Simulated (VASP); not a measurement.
# InGa2N3 (Cmc2_1) in VASP: further runs, part 2 of 3

VASP 6.6.1. The steps go on from the part before.

## 3. Single point, PBE (12.25 Å³/atom)

This run uses another cell than the first one, of 12.25 Å³/atom.

File INCAR:

```
PREC = Accurate
ENCUT = 520
EDIFF = 1E-6
ISMEAR = 0
SIGMA = 0.02
LREAL = False
LASPH = True
NELM = 80
ALGO = Normal
ISIF = 2
LWAVE = False
LCHARG = False
GGA = PE
NBANDS = 66
```

File KPOINTS:

```
regular mesh
0
Gamma
  6 6 6
```

File POSCAR:

```
InGa2N3
1.0
    4.9099379148     -2.8318317502      0.0000000000
    4.9099379148      2.8318317502      0.0000000000
    0.0000000000      0.0000000000      5.2848121572
In Ga N
2 4 6
Direct
    0.3248420561      0.6751579439      0.9893176100
    0.6751579439      0.3248420561      0.4893176100
    0.0068906823      0.3341175289      0.9926652877
    0.6658824711      0.9931093177      0.9926652877
    0.9931093177      0.6658824711      0.4926652877
    0.3341175289      0.0068906823      0.4926652877
    0.0270913484      0.3334461254      0.3588470930
    0.6665538746      0.9729086516      0.3588470930
    0.9729086516      0.6665538746      0.8588470930
    0.3334461254      0.0270913484      0.8588470930
    0.3078670561      0.6921329439      0.3956586287
    0.6921329439      0.3078670561      0.8956586287
```

Potentials or basis: VASP PAW PBE potentials, release 64 (In_d, Ga_d, N).

Launch:

```sh
> cat potpaw_PBE.64/In_d/POTCAR potpaw_PBE.64/Ga_d/POTCAR potpaw_PBE.64/N/POTCAR > POTCAR
> mpirun -np 1 vasp_std > vasp.out
```

OUTCAR:

```text
PREC = Accurate
   ENCUT = 520
   EDIFF = 1E-6
   ISMEAR = 0
   LREAL = False
   LASPH = True
   NELM = 80
   ISIF = 2
   GGA = PE

 ion  position               nearest neighbor table
   1  0.325  0.675  0.989-   9 2.13  10 2.13  12 2.14  11 2.15   3 3.23   4 3.23   4 3.24   3 3.24
                             6 3.24   5 3.24   6 3.27   5 3.27   2 3.30   2 3.30   4 3.35   3 3.35
   2  0.675  0.325  0.489-   7 2.13   8 2.13  11 2.14  12 2.15   6 3.23   5 3.23   6 3.24   5 3.24
                             4 3.24   3 3.24   4 3.27   3 3.27   1 3.30   1 3.30   6 3.35   5 3.35
   3  0.007  0.334  0.993-   9 1.93  10 1.93  12 1.93   7 1.94   1 3.23   1 3.24   2 3.24   2 3.27
                             1 3.35
   4  0.666  0.993  0.993-  10 1.93   9 1.93  12 1.93   8 1.94   1 3.23   1 3.24   2 3.24   2 3.27
                             1 3.35
   5  0.993  0.666  0.493-   7 1.93   8 1.93  11 1.93   9 1.94   2 3.23   2 3.24   1 3.24   1 3.27
                             2 3.35
   6  0.334  0.007  0.493-   8 1.93   7 1.93  11 1.93  10 1.94   2 3.23   2 3.24   1 3.24   1 3.27
                             2 3.35
   7  0.027  0.333  0.359-   5 1.93   6 1.93   3 1.94   2 2.13
   8  0.667  0.973  0.359-   6 1.93   5 1.93   4 1.94   2 2.13
   9  0.973  0.667  0.859-   3 1.93   4 1.93   5 1.94   1 2.13
  10  0.333  0.027  0.859-   4 1.93   3 1.93   6 1.94   1 2.13
  11  0.308  0.692  0.396-   5 1.93   6 1.93   2 2.14   1 2.15
  12  0.692  0.308  0.896-   3 1.93   4 1.93   1 2.14   2 2.15

  LATTYP: Found a base centered orthorhombic cell.
 ALAT       =     5.6636635004
 B/A-ratio  =     1.7338381471
 C/A-ratio  =     0.9331084301

  Lattice vectors:

 A1 = (  -4.9099379148,  -2.8318317502,   0.0000000000)
 A2 = (   4.9099379148,  -2.8318317502,   0.0000000000)
 A3 = (   0.0000000000,   0.0000000000,   5.2848121572)

Analysis of symmetry for initial positions (statically):
=====================================================================
 Subroutine PRICEL returns:
 Original cell was already a primitive cell.

 Routine SETGRP: Setting up the symmetry group for a
[... 173 lines left out ...]
 non-spin polarized calculation
 Gauss-broadening in eV      SIGMA  =   0.02
  energy-cutoff  :      520.00
  volume of cell :      146.96
 maximum number of plane-waves:      4015
   NGX = 21   NGY = 21   NGZ = 19

 number of electron     108.0000040 magnetization

 Free energy of the ion-electron system (eV)
  ---------------------------------------------------
  ext. energy  EPLUGINS =         0.00000000
  ---------------------------------------------------
  free energy    TOTEN  =       -69.59424581 eV

  energy without entropy =      -69.59424581  energy(sigma->0) =      -69.59424581

 E-fermi :   6.3435     XC(G=0): -11.5270

 val. band max:        6.2622323177   @ k =   0.0000   0.0000   0.0000
 cond. band min:       7.4506156870   @ k =   0.0000   0.0000   0.0000
 fundamental gap:      1.1883833693
 Fermi energy:         6.3435317116

 k-point     1 :       0.0000    0.0000    0.0000
  band No.  band energies     occupation
      1      -9.5136      2.00000
      2      -8.9199      2.00000
      3      -8.7675      2.00000
      4      -8.7598      2.00000
      5      -8.7305      2.00000
      6      -8.7076      2.00000
[... 1645 lines left out ...]
     65      14.1680      0.00000
     66      14.6214      0.00000

 [... further k-points ...]

------------------------ aborting loop because EDIFF is reached ----------------------------------------

  FORCE on cell =-STRESS in cart. coord.  units (eV):
  Direction    XX          YY          ZZ          XY          YZ          ZX
  --------------------------------------------------------------------------------------
  -------------------------------------------------------------------------------------
  Total       10.1342726     10.1351495     10.1347514      0.0000000      0.0000000      0.0000000
  in kB      110.4841981    110.4937573    110.4894178      0.0000000      0.0000000      0.0000000
  external PRESSURE =     110.4891244 kB  Pullay stress =       0.0000000 kB

 VOLUME and BASIS-vectors are now :
 -----------------------------------------------------------------------------
  energy-cutoff  :      520.00
  volume of cell :      146.96
      direct lattice vectors                 reciprocal lattice vectors
     4.909937915 -2.831831750  0.000000000     0.101834282 -0.176564162  0.000000000
     4.909937915  2.831831750  0.000000000     0.101834282  0.176564162  0.000000000
     0.000000000  0.000000000  5.284812157     0.000000000  0.000000000  0.189221484

 POSITION                                       TOTAL-FORCE (eV/Angst)
 -----------------------------------------------------------------------------------
      4.90994      0.99204      5.22836        -0.000000      0.001358     -0.000997
      4.90994     -0.99204      2.58595        -0.000000     -0.001358     -0.000997
      1.67433      0.92665      5.24605        -0.001138     -0.000005      0.001296
      8.14555      0.92665      5.24605         0.001138     -0.000005      0.001296
      8.14555     -0.92665      2.60364         0.001138      0.000005      0.001296
      1.67433     -0.92665      2.60364        -0.001138      0.000005      0.001296
      1.77022      0.86755      1.89644         0.014645     -0.007342     -0.007134
      8.04966      0.86755      1.89644        -0.014645     -0.007342     -0.007134
      8.04966     -0.86755      4.53885        -0.014645      0.007342     -0.007134
      1.77022     -0.86755      4.53885         0.014645      0.007342     -0.007134
      4.90994      1.08818      2.09098        -0.000000      0.016369      0.012672
      4.90994     -1.08818      4.73339        -0.000000     -0.016369      0.012672
 -----------------------------------------------------------------------------------
    total drift:                                0.000001     -0.000000     -0.000277

  FREE ENERGIE OF THE ION-ELECTRON SYSTEM (eV)
  ---------------------------------------------------
  free  energy   TOTEN  =       -69.5942458134 eV

  energy  without entropy=      -69.5942458134  energy(sigma->0) =      -69.59424581
```

OSZICAR:

```text
N       E                     dE             d eps       ncg     rms          rms(c)
DAV:   1     0.143957142751E+04    0.14396E+04   -0.47484E+04  7458   0.286E+03
DAV:   2     0.272321707014E+03   -0.11672E+04   -0.11098E+04  6904   0.786E+02
DAV:   3    -0.452691076935E+02   -0.31759E+03   -0.30327E+03  7794   0.283E+02
DAV:   4    -0.808921392929E+02   -0.35623E+02   -0.35027E+02  8892   0.953E+01
DAV:   5    -0.825903593601E+02   -0.16982E+01   -0.16867E+01  9872   0.219E+01    0.220E+01
DAV:   6    -0.690158481353E+02    0.13575E+02   -0.43978E+01 12524   0.613E+01    0.141E+01
DAV:   7    -0.696784989600E+02   -0.66265E+00   -0.83730E+00  7912   0.133E+01    0.508E+00
DAV:   8    -0.696083068828E+02    0.70192E-01   -0.46078E-01 10148   0.644E+00    0.319E+00
DAV:   9    -0.695914024954E+02    0.16904E-01   -0.10564E-01 12064   0.538E+00    0.475E-01
DAV:  10    -0.695933546071E+02   -0.19521E-02   -0.24087E-02  9336   0.133E+00    0.462E-01
DAV:  11    -0.695939900622E+02   -0.63546E-03   -0.32889E-03 11264   0.496E-01    0.290E-01
DAV:  12    -0.695941706084E+02   -0.18055E-03   -0.40481E-04 11536   0.260E-01    0.113E-01
DAV:  13    -0.695942439741E+02   -0.73366E-04   -0.30287E-04  8848   0.153E-01    0.494E-02
DAV:  14    -0.695942480135E+02   -0.40394E-05   -0.80232E-05  9248   0.675E-02    0.313E-02
DAV:  15    -0.695942457996E+02    0.22139E-05   -0.77893E-06  7960   0.319E-02    0.108E-02
DAV:  16    -0.695942458134E+02   -0.13832E-07   -0.51887E-06  7120   0.209E-02
   1 F= -.69594246E+02 E0= -.69594246E+02  d E =-.686842E-11
```

stdout:

```text
POSCAR found type information on POSCAR InGaN
 POSCAR found :  3 types and      12 ions
 scaLAPACK will be used
 LDA part: xc-table for (Slater+PW92), standard interpolation
 POSCAR, INCAR and KPOINTS ok, starting setup
 FFT: planning ... GRIDC
 FFT: planning ... GRID_SOFT
 FFT: planning ... GRID
 WAVECAR not read
 entering main loop
```

It took 15 min on 1 thread of Intel Xeon 8259CL, shared host; peak memory 0.52 GiB.

Results:

* Free energy: -69.5942 eV
* Pressure: 11.0 GPa
* Largest force: 0.021 eV/Å
* Band gap on the k mesh: 1.19 eV

Forces in eV/Å, atoms in the order of the input:
```
In   0.000  0.001 -0.001
In   0.000 -0.001 -0.001
Ga  -0.001  0.000  0.001
Ga   0.001  0.000  0.001
Ga   0.001  0.000  0.001
Ga  -0.001  0.000  0.001
N    0.015 -0.007 -0.007
N   -0.015 -0.007 -0.007
N   -0.015  0.007 -0.007
N    0.015  0.007 -0.007
N    0.000  0.016  0.013
N    0.000 -0.016  0.013
```

Caveat: the cell stands under pressure; spin-orbit coupling is left out, which moves the levels of the heavy elements.

## 4. Single point, PBE

This run uses another cell than the first one, of 12.65 Å³/atom.

File INCAR:

```
SYSTEM = InGa2N3
PREC = Accurate ; ENCUT = 600
EDIFF = 1E-6 ; ISMEAR = 0
SIGMA = 0.02 ; LREAL = .False.
LASPH = .True. ; NELM = 120
ALGO = Normal ; ISIF = 2
LWAVE = .False. ; LCHARG = .False.
GGA = PE ; NBANDS = 66
GGA_COMPAT = .False.
```

File KPOINTS:

```
Automatic mesh
0
Gamma
  6 6 6
  0 0 0
```

File POSCAR:

```
InGa2N3
1.0
    4.9102734329     -2.8323956326      0.0000000000
    4.9102734329      2.8323956326      0.0000000000
    0.0000000000      0.0000000000      5.4594287827
In Ga N
2 4 6
Direct
    0.3249483418      0.6750516582      0.9947485117
    0.6750516582      0.3249483418      0.4947485117
    0.0069836939      0.3340127178      0.9944620251
    0.6659872822      0.9930163061      0.9944620251
    0.9930163061      0.6659872822      0.4944620251
    0.3340127178      0.0069836939      0.4944620251
    0.0263358035      0.3335448529      0.3558504070
    0.6664551471      0.9736641965      0.3558504070
    0.9736641965      0.6664551471      0.8558504070
    0.3335448529      0.0263358035      0.8558504070
    0.3082078377      0.6917921623      0.3926276243
    0.6917921623      0.3082078377      0.8926276243
```

Launch:

```sh
> cat potpaw_PBE.64/In_d/POTCAR potpaw_PBE.64/Ga_d/POTCAR potpaw_PBE.64/N/POTCAR > POTCAR
> mpirun -np 1 vasp_std > vasp.out
```

It took 18 min on 1 thread of Intel Xeon Platinum 8259CL at 2.50GHz (Skylake/Cascade Lake), shared host; peak memory 0.65 GiB.

The run converged. Its results:

```
Free energy            : -69.7747 eV
Pressure               : 4.9 GPa
Largest force          : 0.019 eV/Å
Band gap on the k mesh : 0.91 eV
```

Forces on the atoms (eV/Å):
```
In   0.000  0.000  0.000
In   0.000  0.000  0.000
Ga  -0.001  0.000 -0.003
Ga   0.001  0.000 -0.003
Ga   0.001  0.000 -0.003
Ga  -0.001  0.000 -0.003
N    0.012 -0.006 -0.003
N   -0.012 -0.006 -0.003
N   -0.012  0.006 -0.003
N    0.012  0.006 -0.003
N    0.000  0.016  0.011
N    0.000 -0.016  0.011
```

Stress tensor (GPa, compression positive):
```
7.31 0.00 0.00
0.00 7.29 0.00
0.00 0.00 0.04
```

Levels at points of the mesh, in eV from the valence-band top:
| k point | band 50 | band 51 | band 52 | band 53 | band 54 | band 55 | band 56 | band 57 | band 58 | band 59 |
| --- | --- | --- | --- | --- | --- | --- | --- | --- | --- | --- |
| (0.00, 0.00, 0.00) | -0.86 | -0.86 | -0.21 | 0.00 | 0.00 | 0.91 | 3.78 | 4.90 | 4.95 | 6.40 |
| (0.50, 0.00, 0.00) | -1.09 | -0.96 | -0.96 | -0.87 | -0.78 | 3.65 | 3.88 | 5.02 | 5.10 | 5.51 |
| (0.50, 0.50, 0.00) | -1.13 | -1.05 | -0.93 | -0.88 | -0.67 | 3.57 | 4.09 | 4.40 | 5.29 | 5.57 |
| (0.00, 0.00, 0.50) | -1.20 | -0.46 | -0.46 | -0.44 | -0.44 | 3.39 | 3.39 | 5.53 | 5.53 | 5.95 |
| (0.50, 0.00, 0.50) | -1.75 | -1.48 | -1.48 | -1.32 | -1.32 | 3.84 | 3.84 | 4.73 | 4.73 | 5.08 |
| (0.50, 0.50, 0.50) | -1.84 | -1.46 | -1.46 | -1.38 | -1.38 | 3.91 | 3.91 | 4.69 | 4.69 | 5.08 |

Caveat: the cell stands under pressure; spin-orbit coupling is left out, which moves the levels of the heavy elements.

## 5. Single point, PBE (biaxial strain in the a-b plane: -2.0 %)

File INCAR:

```
SYSTEM = InGa2N3
ALGO = Normal
EDIFF = 1E-6
ENCUT = 600
GGA = PE
GGA_COMPAT = .False.
ISIF = 2
ISMEAR = 0
LASPH = .True.
LCHARG = .False.
LREAL = .False.
LWAVE = .False.
NBANDS = 66
NELM = 120
PREC = Accurate
SIGMA = 0.02
```

File KPOINTS:

```
k-points
0
Gamma
  6 6 6
  0 0 0
```

File POSCAR:

```
InGa2N3
1.0
    4.9102734329     -2.8323956326      0.0000000000
    4.9102734329      2.8323956326      0.0000000000
    0.0000000000      0.0000000000      5.4628367211
In Ga N
2 4 6
Direct
    0.3253743399      0.6746256601      0.9897954405
    0.6746256601      0.3253743399      0.4897954405
    0.0070223916      0.3338071181      0.9925887730
    0.6661928819      0.9929776084      0.9925887730
    0.9929776084      0.6661928819      0.4925887730
    0.3338071181      0.0070223916      0.4925887730
    0.0264035205      0.3337100344      0.3590241571
    0.6662899656      0.9735964795      0.3590241571
    0.9735964795      0.6662899656      0.8590241571
    0.3337100344      0.0264035205      0.8590241571
    0.3077705035      0.6922294965      0.3949796994
    0.6922294965      0.3077705035      0.8949796994
```

Launch:

```sh
> cat potpaw_PBE.64/In_d/POTCAR potpaw_PBE.64/Ga_d/POTCAR potpaw_PBE.64/N/POTCAR > POTCAR
> mpirun -np 1 vasp_std > vasp.out
```

It took 23 min on 1 thread of Intel Xeon 8259CL, shared host; peak memory 0.66 GiB.

Results (log left out):

```yaml
Free_energy: -69.7449 eV
Pressure: 5.0 GPa
Largest_force: 0.339 eV/Å
Band_gap_on_the_k_mesh: 0.95 eV
```

Forces on the atoms (eV/Å):
```
In   0.000  0.001  0.339
In   0.000 -0.001  0.339
Ga   0.002  0.000  0.268
Ga  -0.002  0.000  0.268
Ga  -0.002  0.000  0.268
Ga   0.002  0.000  0.268
N    0.017 -0.009 -0.306
N   -0.017 -0.009 -0.306
N   -0.017  0.009 -0.306
N    0.017  0.009 -0.306
N    0.000  0.012 -0.263
N    0.000 -0.012 -0.263
```

Stress tensor (GPa, compression positive):
```
 8.46  0.00  0.00
 0.00  8.40  0.00
 0.00  0.00 -1.73
```

Levels at points of the mesh, in eV from the valence-band top:
```csv
k point,band 50,band 51,band 52,band 53,band 54,band 55,band 56,band 57,band 58,band 59
"(0.00, 0.00, 0.00)",-0.83,-0.82,-0.14,0.00,0.00,0.95,3.75,5.06,5.11,6.41
"(0.50, 0.00, 0.00)",-1.13,-0.95,-0.87,-0.83,-0.81,3.68,3.90,5.06,5.12,5.56
"(0.50, 0.50, 0.00)",-1.18,-1.08,-0.83,-0.80,-0.71,3.59,4.12,4.43,5.31,5.62
"(0.00, 0.00, 0.50)",-1.13,-0.44,-0.44,-0.42,-0.42,3.41,3.41,5.54,5.54,5.92
"(0.50, 0.00, 0.50)",-1.74,-1.45,-1.45,-1.29,-1.29,3.88,3.88,4.77,4.77,5.12
"(0.50, 0.50, 0.50)",-1.83,-1.40,-1.40,-1.40,-1.40,3.96,3.96,4.71,4.71,5.12
```

Caveat: the cell differs from its parent crystal (biaxial strain in the a-b plane: -2.0 %); the cell stands under pressure; spin-orbit coupling is left out, which moves the levels of the heavy elements.

(Continued in part 3 of 3.)
